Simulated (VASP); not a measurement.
## Fe3Ge: single point with PBEsol

Fe3Ge:

```
Fe Ge
1.0
     3.39811    0.00000    0.00000
     0.00000    3.39811    0.00000
     0.00000    0.00000    3.39811
Fe Ge
3 1
Direct
  0.00000 0.50000 0.50000
  0.50000 0.50000 0.00000
  0.50000 0.00000 0.50000
  0.00000 0.00000 0.00000
```

This cell differs from its parent crystal: volume scaled by 0.8.

```
Program             : VASP 6.6.1
Task                : single point
Functional          : PBEsol
Potentials or basis : VASP PAW PBE potentials, release 64 (Fe, Ge_d)
Cutoff              : 520 eV
k mesh              : 9 × 9 × 9
Occupations         : fermi-dirac, width 0.03 eV
Spin                : collinear spin, ferromagnetic start
Starting moments    : [3.0, 3.0, 3.0, 0.0] μB
```

| Property | Result |
| --- | --- |
| Pressure | 42.8 GPa |
| Net moment | 4.66 μB per cell |
| Site moments | Fe +1.54; Ge -0.05 μB |
| Valence electrons inside the program's atomic spheres | Fe 7.76; Ge 12.85 |

Levels at points of the mesh, in eV from the Fermi level:
Spin up:
| k point | band 18 | band 19 | band 20 | band 21 | band 22 | band 23 | band 24 | band 25 |
| --- | --- | --- | --- | --- | --- | --- | --- | --- |
| (0.00, 0.00, 0.00) | -1.12 | -0.83 | -0.83 | 0.13 | 0.56 | 0.56 | 0.56 | 5.60 |
Spin down:
```csv
k point,band 14,band 15,band 16,band 17,band 18,band 19
"(0.00, 0.00, 0.00)",-0.96,-0.96,-0.17,-0.17,-0.17,1.24
```

Wall time 40 s on 1 thread of Intel(R) Xeon(R) 6975P-C (Granite Rapids), with other jobs on the host, peak memory 0.21 GiB.

Caveat: the PAW data sets were made with another functional, which shifts forces and pressure a little.
